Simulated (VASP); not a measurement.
# SnSe2 (P-3m1) in VASP: settings compared

SnSe2 is run at these levels: LDA, PBEsol, PBE; tasks: density of states, electric field gradients, dielectric tensor.

Everything below comes from runs of VASP 6.6.1. Logs are shortened: lines on timing, memory, paths and dates and some standing lists are left out, and cuts for length are marked.

## 1. The cell of the first run

Symmetry: P-3m1, No. 164, trigonal system. The conventional cell has a = 3.811 Å, b = 3.811 Å, c = 6.136 Å, α = 90.00°, β = 90.00°, γ = 120.00°. Sn (site symmetry -3m) has 6 Se at 2.68 Å within 3.5 Å. Within 3.5 Å of Se (site symmetry 3m) lie 3 Sn at 2.68 Å.

## 2. Density of states, LDA

POSCAR

```
SnSe2
1.0
    3.8110000000      0.0000000000      0.0000000000
   -1.9055000000      3.3004228138      0.0000000000
    0.0000000000      0.0000000000      6.1360000000
Sn Se
1 2
Direct
    0.0000000000      0.0000000000      0.0000000000
    0.6666666667      0.3333333333      0.7510000000
    0.3333333333      0.6666666667      0.2490000000
```

INCAR.step1

```
ALGO = Normal
EDIFF = 1E-6
ENCUT = 520
GGA = CA
ISIF = 2
ISMEAR = -1
LASPH = True
LCHARG = True
LREAL = False
LWAVE = False
NBANDS = 20
NELM = 80
PREC = Accurate
SIGMA = 0.05
```

KPOINTS.step1

```
k-points
0
Gamma
  5 5 3
```

INCAR.step2

```
ALGO = Normal
EDIFF = 1E-6
ENCUT = 520
GGA = CA
ICHARG = 11
ISIF = 2
ISMEAR = -5
LASPH = True
LCHARG = False
LORBIT = 11
LREAL = False
LWAVE = False
NEDOS = 2001
NELM = 80
PREC = Accurate
SIGMA = 0.05
```

KPOINTS.step2

```
k-points
0
Gamma
  8 8 5
```

Potentials or basis: VASP PAW LDA potentials, release 64 (Sn_d, Se).

Command:

```bash
> cat potpaw_LDA.64/Sn_d/POTCAR potpaw_LDA.64/Se/POTCAR > POTCAR
> cp INCAR.step1 INCAR
> cp KPOINTS.step1 KPOINTS
> mpirun -np 1 vasp_std > vasp.out
> cp INCAR.step2 INCAR
> cp KPOINTS.step2 KPOINTS
> mpirun -np 1 vasp_std > vasp.out
```

OUTCAR:

```text
EDIFF = 1E-6
   ENCUT = 520
   GGA = CA
   ICHARG = 11
   ISIF = 2
   ISMEAR = -5
   LASPH = True
   LORBIT = 11
   LREAL = False
   NELM = 80
   PREC = Accurate

 ion  position               nearest neighbor table
   1  0.000  0.000  0.000-   2 2.68   3 2.68   3 2.68   2 2.68   2 2.68   3 2.68
   2  0.667  0.333  0.751-   1 2.68   1 2.68   1 2.68
   3  0.333  0.667  0.249-   1 2.68   1 2.68   1 2.68

  LATTYP: Found a hexagonal cell.
 ALAT       =     3.8110000000
 C/A-ratio  =     1.6100760955

  Lattice vectors:

 A1 = (   3.8110000000,   0.0000000000,   0.0000000000)
 A2 = (  -1.9055000000,   3.3004228138,   0.0000000000)
 A3 = (   0.0000000000,   0.0000000000,   6.1360000000)

Analysis of symmetry for initial positions (statically):
=====================================================================
 Subroutine PRICEL returns:
 Original cell was already a primitive cell.

 Routine SETGRP: Setting up the symmetry group for a
 hexagonal supercell.

 Subroutine GETGRP returns: Found 12 space group operations
 (whereof 12 operations were pure point group operations)
 out of a pool of 24 trial point group operations.

The static configuration has the point symmetry D_3d.

Analysis of symmetry for dynamics (positions and initial velocities):
=====================================================================
 Subroutine PRICEL returns:
 Original cell was already a primitive cell.

 Routine SETGRP: Setting up the symmetry group for a
 hexagonal supercell.

 Subroutine GETGRP returns: Found 12 space group operations
 (whereof 12 operations were pure point group operations)
 out of a pool of 24 trial point group operations.

The dynamic configuration has the point symmetry D_3d.

 Subroutine INISYM returns: Found 12 space group operations
 (whereof 12 operations are pure point group operations),
 and found     1 'primitive' translations

----------------------------------------------------------------------------------------

                                     Primitive cell

  volume of cell :      77.1781

  direct lattice vectors                    reciprocal lattice vectors
     3.811000000  0.000000000  0.000000000     0.262398321  0.151495741  0.000000000
    -1.905500000  3.300422814  0.000000000     0.000000000  0.302991482  0.000000000
     0.000000000  0.000000000  6.136000000     0.000000000  0.000000000  0.162972621

  length of vectors
     3.811000000  3.811000000  6.136000000     0.302991482  0.302991482  0.162972621

  position of ions in fractional coordinates (direct lattice)
     0.000000000  0.000000000  0.000000000
     0.666666667  0.333333333  0.751000000
     0.333333333  0.666666667  0.249000000

  ion indices of the primitive-cell ions
   primitive index   ion index
                 1           1
                 2           2
                 3           3

----------------------------------------------------------------------------------------

 KPOINTS: k-points

Automatic generation of k-mesh.
 Grid dimensions read from file:
 generate k-points for:    8    8    5

 Generating k-lattice:

  Cartesian coordinates                     Fractional coordinates (reciprocal lattice)
     0.032799790  0.018936968  0.000000000     0.125000000  0.000000000  0.000000000
     0.000000000  0.037873935  0.000000000     0.000000000  0.125000000  0.000000000
     0.000000000  0.000000000  0.032594524     0.000000000  0.000000000  0.200000000

  Length of vectors
     0.037873935  0.037873935  0.032594524

  Shift w.r.t. Gamma in fractional coordinates (k-lattice)
     0.000000000  0.000000000  0.000000000

 TETIRR: Found    446 inequivalent tetrahedra from     1920

 Subroutine IBZKPT returns following result:
 ===========================================

 Found     40 irreducible k-points:

 Following reciprocal coordinates:
            Coordinates               Weight
  0.000000  0.000000  0.000000      1.000000
  0.125000  0.000000  0.000000      6.000000
  0.250000  0.000000  0.000000      6.000000
  0.375000  0.000000  0.000000      6.000000
  0.500000  0.000000  0.000000      3.000000
  0.125000  0.125000  0.000000      6.000000
[... 16 lines left out ...]
 -0.125000  0.500000  0.200000     12.000000
  0.250000  0.250000  0.200000     12.000000
 [... further k-points ...]
   k-points           NKPTS =     40   k-points in BZ     NKDIM =     40   number of bands    NBANDS=     17
   number of dos      NEDOS =   2001   number of ions     NIONS =      3
   total plane-waves  NPLWV =  37632
   dimension x,y,z NGX =    28 NGY =   28 NGZ =   48
   dimension x,y,z NGXF=    56 NGYF=   56 NGZF=   96
   ions per type =               1   2
   NGX,Y,Z   is equivalent  to a cutoff of  12.21, 12.21, 13.00 a.u.
   NGXF,Y,Z  is equivalent  to a cutoff of  24.43, 24.43, 26.01 a.u.
 SYSTEM =  unknown system
   PREC   = accura    normal or accurate (medium, high low for compatibility)
   ISTART =      0    job   : 0-new  1-cont  2-samecut
   ICHARG =     11    charge: 1-file 2-atom 10-const
   ISPIN  =      1    spin polarized calculation?
   LNONCOLLINEAR =      F non collinear calculations
   LSORBIT =      F    spin-orbit coupling
   LASPH  =      T    aspherical Exc in radial PAW
   ENCUT  =  520.0 eV  38.22 Ry    6.18 a.u.   7.09  7.09 11.41*2*pi/ulx,y,z
   NELM   =     80;   NELMIN=  2; NELMDL=  0     # of ELM steps
   EDIFF  = 0.1E-05   stopping-criterion for ELM
   LREAL  =      F    real-space projection
   EDIFFG = 0.1E-04   stopping-criterion for IOM
   NSW    =      0    number of steps for IOM
   IBRION =     -1    ionic relax: 0-MD 1-quasi-New 2-CG
   NFREE  =      0    steps in history (QN), initial steepest desc. (CG)
   ISIF   =      2    stress and relaxation
   ISYM   =      2    0-nonsym 1-usesym 2-fastsym
   POTIM  = 0.5000    time-step for ionic-motion
   TEBEG  =    0.0;   TEEND  =   0.0 temperature during run
   PSTRESS=    0.0 pullay stress
   NELECT =      26.0000    total number of electrons
   NUPDOWN=      -1.0000    fix difference up-down
   EMIN   =  10.00;   EMAX   =-10.00  energy-range for DOS
   EFERMI =   0.00;   METHOD = LEGACY
   ISMEAR =    -5;   SIGMA  =   0.05  broadening in eV -4-tet -1-fermi 0-gaus
   EFERMI_NEDOS =   21; number of points for ismear=-14 and -15
   IALGO  =     38    algorithm
   IMIX   =      4    mixing-type and parameters
     AMIX     =   0.40;   BMIX     =  1.00
     AMIX_MAG =   1.60;   BMIX_MAG =  1.00
  volume/ion in A,a.u.               =      25.73       173.61
  Fermi-wavevector in a.u.,A,eV,Ry     =   1.139116  2.152617 17.654722  1.297585
  Thomas-Fermi vector in A             =   2.275820
   LORBIT       =     11    0 simple, 1 ext, 2 COOP (PROOUT), +10 PAW based schemes
   GGA     = CA    functional components
   LHFCALC =     F    Hartree Fock is set to
   AEXX    =    0.0000 exact exchange contribution
   IVDW    =     0    specifies the selected vdW correction
   LEPSILON=     F    determine dielectric tensor
   LRPA    =     F    only Hartree local field effects (RPA)
 non-spin polarized calculation
 Fermi weights with tetrahedron method with Bloechl corrections
  energy-cutoff  :      520.00
  volume of cell :       77.18
 maximum number of plane-waves:      2095

 number of electron      26.0000008 magnetization

 Free energy of the ion-electron system (eV)
  ---------------------------------------------------
  ext. energy  EPLUGINS =         0.00000000
  ---------------------------------------------------
  free energy    TOTEN  =       -13.75546598 eV

  energy without entropy =      -13.75546598  energy(sigma->0) =      -13.75546598

 E-fermi :   4.1187     XC(G=0):  -9.7781

 val. band max:        4.1145570661   @ k =   0.1250   0.0000   0.0000
 cond. band min:       4.7936628160   @ k =   0.5000   0.0000   0.4000
 fundamental gap:      0.6791057498
 Fermi energy:         4.1186743469

 k-point     1 :       0.0000    0.0000    0.0000
  band No.  band energies     occupation
      1     -17.0990      2.00000
      2     -17.0990      2.00000
      3     -17.0487      2.00000
      4     -17.0340      2.00000
      5     -17.0340      2.00000
      6      -9.9352      2.00000
[... 9 lines left out ...]
     16       8.6339      0.00000
     17       8.6339      0.00000

 k-point     2 :       0.1250    0.0000    0.0000
  band No.  band energies     occupation
      1     -17.1076      2.00000
      2     -17.0943      2.00000
      3     -17.0444      2.00000
      4     -17.0366      2.00000
      5     -17.0320      2.00000
      6      -9.7778      2.00000
[... 9 lines left out ...]
     16       8.4159      0.00000
     17       8.9390      0.00000

 k-point     3 :       0.2500    0.0000    0.0000
  band No.  band energies     occupation
      1     -17.1299      2.00000
      2     -17.0858      2.00000
      3     -17.0468      2.00000
      4     -17.0287      2.00000
      5     -17.0244      2.00000
      6      -9.3290      2.00000
[... 9 lines left out ...]
     16       9.4111      0.00000
     17       9.6899      0.00000

 k-point     4 :       0.3750    0.0000    0.0000
  band No.  band energies     occupation
      1     -17.1531      2.00000
      2     -17.0814      2.00000
      3     -17.0535      2.00000
      4     -17.0155      2.00000
      5     -17.0125      2.00000
      6      -8.6929      2.00000
[... 9 lines left out ...]
     16       9.5123      0.00000
     17       9.6409      0.00000

 k-point     5 :       0.5000    0.0000    0.0000
  band No.  band energies     occupation
      1     -17.1628      2.00000
      2     -17.0805      2.00000
      3     -17.0563      2.00000
      4     -17.0099      2.00000
      5     -17.0066      2.00000
      6      -8.2556      2.00000
[... 9 lines left out ...]
     16       9.4278      0.00000
     17       9.4824      0.00000

 k-point     6 :       0.1250    0.1250    0.0000
  band No.  band energies     occupation
      1     -17.1207      2.00000
      2     -17.0906      2.00000
      3     -17.0408      2.00000
      4     -17.0384      2.00000
      5     -17.0251      2.00000
      6      -9.4738      2.00000
[... 9 lines left out ...]
     16       8.4893      0.00000
     17       9.4770      0.00000

 k-point     7 :       0.2500    0.1250    0.0000
  band No.  band energies     occupation
      1     -17.1394      2.00000
      2     -17.0886      2.00000
      3     -17.0465      2.00000
      4     -17.0284      2.00000
      5     -17.0133      2.00000
      6      -8.9212      2.00000
[... 9 lines left out ...]
     16       9.2398      0.00000
     17      10.1314      0.00000

 k-point     8 :       0.3750    0.1250    0.0000
  band No.  band energies     occupation
      1     -17.1533      2.00000
      2     -17.0885      2.00000
      3     -17.0507      2.00000
      4     -17.0155      2.00000
      5     -17.0087      2.00000
      6      -8.3109      2.00000
[... 9 lines left out ...]
     16       9.1268      0.00000
     17      10.2357      0.00000
[... 203 lines left out ...]
      1     -17.1207      2.00000
      2     -17.0906      2.00000
      3     -17.0408      2.00000
      4     -17.0384      2.00000
      5     -17.0251      2.00000
      6      -9.4235      2.00000
[... 9 lines left out ...]
     16       8.7970      0.00000
     17       9.6391      0.00000

 k-point    20 :       0.2500    0.1250    0.2000
  band No.  band energies     occupation
      1     -17.1394      2.00000
      2     -17.0886      2.00000
      3     -17.0465      2.00000
      4     -17.0284      2.00000
      5     -17.0133      2.00000
      6      -8.8765      2.00000
[... 9 lines left out ...]
     16       9.4237      0.00000
     17       9.6219      0.00000

 k-point    21 :      -0.1250    0.3750    0.2000
  band No.  band energies     occupation
      1     -17.1394      2.00000
      2     -17.0886      2.00000
      3     -17.0465      2.00000
      4     -17.0284      2.00000
      5     -17.0133      2.00000
      6      -8.8763      2.00000
[... 9 lines left out ...]
     16       9.2390      0.00000
     17      10.7063      0.00000

 k-point    22 :       0.3750    0.1250    0.2000
  band No.  band energies     occupation
      1     -17.1534      2.00000
      2     -17.0885      2.00000
      3     -17.0507      2.00000
      4     -17.0155      2.00000
      5     -17.0086      2.00000
      6      -8.2782      2.00000
[... 9 lines left out ...]
     16       9.3415      0.00000
     17       9.8498      0.00000

 k-point    23 :      -0.1250    0.5000    0.2000
  band No.  band energies     occupation
      1     -17.1534      2.00000
      2     -17.0885      2.00000
      3     -17.0507      2.00000
      4     -17.0155      2.00000
      5     -17.0086      2.00000
      6      -8.2800      2.00000
[... 9 lines left out ...]
     16       9.3969      0.00000
     17      10.3671      0.00000

 k-point    24 :       0.2500    0.2500    0.2000
  band No.  band energies     occupation
      1     -17.1400      2.00000
      2     -17.1004      2.00000
      3     -17.0404      2.00000
      4     -17.0275      2.00000
      5     -17.0088      2.00000
      6      -8.3234      2.00000
[... 9 lines left out ...]
     16      10.0124      0.00000
     17      10.8751      0.00000

 [... further k-points ...]
[... 5 lines left out ...]
  --------------------------------------------------------------------------------------
  -------------------------------------------------------------------------------------
  Total        0.2363831      0.2363831      0.9893212      0.0000000      0.0000000     -0.0000000
  in kB        4.9071930      4.9071930     20.5378054      0.0000000      0.0000000     -0.0000000
  external PRESSURE =      10.1173971 kB  Pullay stress =       0.0000000 kB

 VOLUME and BASIS-vectors are now :
 -----------------------------------------------------------------------------
  energy-cutoff  :      520.00
  volume of cell :       77.18
      direct lattice vectors                 reciprocal lattice vectors
     3.811000000  0.000000000  0.000000000     0.262398321  0.151495741  0.000000000
    -1.905500000  3.300422814  0.000000000     0.000000000  0.302991482  0.000000000
     0.000000000  0.000000000  6.136000000     0.000000000  0.000000000  0.162972621

 POSITION                                       TOTAL-FORCE (eV/Angst)
 -----------------------------------------------------------------------------------
      0.00000      0.00000      0.00000         0.000000      0.000000      0.000000
      1.90550      1.10014      4.60814         0.000000      0.000000     -0.508090
     -0.00000      2.20028      1.52786        -0.000000     -0.000000      0.508090
 -----------------------------------------------------------------------------------
    total drift:                                0.000000      0.000000     -0.000000

  FREE ENERGIE OF THE ION-ELECTRON SYSTEM (eV)
  ---------------------------------------------------
  free  energy   TOTEN  =       -13.7554659811 eV

  energy  without entropy=      -13.7554659811  energy(sigma->0) =      -13.75546598

 total charge

# of ion       s       p       d       tot
------------------------------------------
    1        1.072   1.084  10.113  12.269
    2        1.488   2.317   0.030   3.835
    3        1.488   2.317   0.030   3.835
--------------------------------------------------
tot          4.048   5.717  10.173  19.938
```

Wall time 37 s (1 thread of Intel Xeon 6975P-C (Granite Rapids), shared host); peak memory 0.18 GiB.

Results:

- Valence electrons inside the program's atomic spheres: Sn 12.27; Se 3.83

Caveat: spin-orbit coupling is left out, which moves the levels of the heavy elements.

## 3. Density of states, PBEsol

POSCAR is that of step 2.

INCAR.step1

```
SYSTEM = SnSe2
PREC = Accurate
ENCUT = 520
EDIFF = 1E-7
ISMEAR = -1
SIGMA = 0.05
LREAL = .False.
LASPH = .True.
NELM = 60
ALGO = Normal
ISIF = 2
LWAVE = .False.
LCHARG = .True.
GGA = PS
NBANDS = 20
```

KPOINTS.step1

```
regular mesh
0
Gamma
  5 5 3
  0 0 0
```

INCAR.step2

```
SYSTEM = SnSe2
PREC = Accurate
ENCUT = 520
EDIFF = 1E-7
ISMEAR = -5
SIGMA = 0.05
LREAL = .False.
LASPH = .True.
NELM = 60
ALGO = Normal
ISIF = 2
LWAVE = .False.
LCHARG = .False.
GGA = PS
LORBIT = 11
NEDOS = 2001
ICHARG = 11
```

KPOINTS.step2

```
regular mesh
0
Gamma
  8 8 5
  0 0 0
```

Potentials or basis: VASP PAW PBE potentials, release 64 (Sn_d, Se).

Command:

```bash
> cat potpaw_PBE.64/Sn_d/POTCAR potpaw_PBE.64/Se/POTCAR > POTCAR
> cp INCAR.step1 INCAR
> cp KPOINTS.step1 KPOINTS
> mpirun -np 1 vasp_std > vasp.out
> cp INCAR.step2 INCAR
> cp KPOINTS.step2 KPOINTS
> mpirun -np 1 vasp_std > vasp.out
```

Wall time 48 s (1 thread of Intel Xeon 6975P-C (Granite Rapids), shared host); peak memory 0.2 GiB.

It converged, with:

```
Valence electrons inside the program's atomic spheres : Sn 12.24; Se 3.83
```

Levels at points of the mesh, in eV from the valence-band top:
| k point | band 9 | band 10 | band 11 | band 12 | band 13 | band 14 | band 15 | band 16 | band 17 |
| --- | --- | --- | --- | --- | --- | --- | --- | --- | --- |
| (0.00, 0.00, 0.00) | -0.71 | -0.71 | -0.40 | -0.40 | -0.01 | 0.99 | 2.82 | 4.57 | 4.57 |
| (0.50, 0.00, 0.00) | -4.54 | -2.95 | -2.71 | -1.24 | -0.31 | 1.09 | 3.68 | 5.32 | 5.42 |

Caveat: the PAW data sets were made with another functional, which shifts forces and pressure a little; spin-orbit coupling is left out, which moves the levels of the heavy elements; this functional lacks dispersion, which binds the layers, so the pressure and a relaxed spacing across them are unreliable.

(Continued in part 2 of 2.)
